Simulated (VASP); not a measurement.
Input of a VASP 6.6.1 run:

Contents of INCAR:

```
  PREC = Accurate
  ENCUT = 520
  EDIFF = 1E-6
  ISMEAR = 0
  SIGMA = 0.05
  LREAL = F
  LASPH = T
  NELM = 60
  ALGO = Normal
  ISIF = 2
  LWAVE = F
  LCHARG = F
  GGA = CA
  NBANDS = 13
```

The input KPOINTS:

```
regular mesh
0
Gamma
  9 9 9
```

The input POSCAR:

```
O
1.0
    1.6523106988      0.9539620267      3.6815609125
   -1.6523106988      0.9539620267      3.6815609125
    0.0000000000     -1.9079240534      3.6815609125
O
2
Direct
    0.0546147200      0.0546147200      0.0546147200
    0.9453852800      0.9453852800      0.9453852800
```

Potentials or basis: VASP PAW LDA potentials, release 64 (O).

The run is started by

```sh
$ cat potpaw_LDA.64/O/POTCAR > POTCAR
$ mpirun -np 1 vasp_std > vasp.out
```

**Question.** Predict the largest force.

**Answer.** 1.180 eV/Å.

**Question.** Predict the pressure.

**Answer.** -2.8 GPa.

Forces in eV/Å, atoms in the order of the input:
```
O    0.000  0.000  1.180
O    0.000  0.000 -1.180
```

Caveat: the standard files for N, O and F lose accuracy on very short bonds; spin is off for a triplet molecule; forces of over 1 eV/Å act on the atoms, so gaps and moduli don't describe the material at rest.
